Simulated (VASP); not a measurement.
A run of VASP 6.6.1:

The input INCAR:

```
PREC = Accurate
ENCUT = 520
EDIFF = 1E-6
ISMEAR = 0
SIGMA = 0.05
LREAL = False
LASPH = True
NELM = 60
ALGO = Normal
ISIF = 2
LWAVE = False
LCHARG = False
GGA = PE
NBANDS = 28
```

KPOINTS

```
Automatic mesh
0
Gamma
  10 10 8
```

File POSCAR:

```
SnO
1.0
    3.8681707514      0.0000000000      0.0000000000
    0.0000000000      3.8681707514      0.0000000000
    0.0000000000      0.0000000000      5.0672768981
Sn O
2 2
Direct
    0.0000000000      0.5000000000      0.2287361932
    0.5000000000      0.0000000000      0.7712638068
    0.0000000000      0.0000000000      0.0029601698
    0.5000000000      0.5000000000     -0.0029601698
```

Potentials or basis: VASP PAW PBE potentials, release 64 (Sn_d, O).

Launch:

```sh
$ cat potpaw_PBE.64/Sn_d/POTCAR potpaw_PBE.64/O/POTCAR > POTCAR
$ mpirun -np 1 vasp_std > vasp.out
```

Hardware: 1 thread of Intel(R) Xeon(R) Platinum 8488C (Sapphire Rapids), on a shared host.

Question: Estimate the wall time of this run.

Answer: Run time: 3.4 min on 1 thread of Intel(R) Xeon(R) Platinum 8488C (Sapphire Rapids), on a shared host, peak memory 0.41 GiB. Counts: scf iterations 14, k points 180.
